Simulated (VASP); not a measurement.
The system is HfB2.

```xyz
3
Lattice="3.1400 0.0000 0.0000 -1.5700 2.7193 0.0000 0.0000 0.0000 3.4800" Properties=species:S:1:pos:R:3 pbc="T T T"
Hf    0.0000    0.0000    0.0000
B     1.5700    0.9064    1.7400
B     0.0000    1.8129    1.7400
```

| Property | Result |
| --- | --- |
| Program | VASP 6.6.1 |
| Task | relaxation of cell and atoms |
| Functional | PBEsol |
| Dispersion | D3(BJ) |
| Potentials or basis | VASP PAW PBE potentials, release 64 (Hf_pv, B) |
| Cutoff | 600 eV |
| k mesh | 10 × 10 × 8 |
| Occupations | fermi-dirac, width 0.05 eV |
| Spin | no spin polarisation |

At the start: pressure -10.2 GPa; volume 9.90 Å³/atom.

**Question.** Where does the relaxation end?

**Answer.** Over 5 steps the energy falls by 12.8 meV/atom and the volume is 9.51 Å³/atom (-3.9 %); space group P6/mmm (No. 191, to 0.05 Å).

The path:
```
step  energy change (eV)  largest force (eV/Å)  pressure (GPa)  volume (Å³)
   1              0.0000                0.0000          -10.16        29.71
   2              0.0324                0.0000           16.17        27.09
   3             -0.0380                0.0000           -0.10        28.57
   4             -0.0380                0.0000            0.11        28.55
   5             -0.0384                0.0000            0.11        28.54
```

Final structure:
```cif
data_structure
_symmetry_space_group_name_H-M 'P 1'
_symmetry_Int_Tables_number 1
_cell_length_a 3.1036
_cell_length_b 3.1036
_cell_length_c 3.4215
_cell_angle_alpha 90.000
_cell_angle_beta 90.000
_cell_angle_gamma 120.000
_cell_volume 28.54
loop_
_atom_site_label
_atom_site_type_symbol
_atom_site_fract_x
_atom_site_fract_y
_atom_site_fract_z
_atom_site_occupancy
Hf1 Hf 0.00000 0.00000 0.00000 1
B1 B 0.66667 0.33333 0.50000 1
B2 B 0.33333 0.66667 0.50000 1
```

Caveat: the PAW data sets were made with another functional, which shifts forces and pressure a little; pairwise dispersion overbinds metals, which lowers pressure and volume.
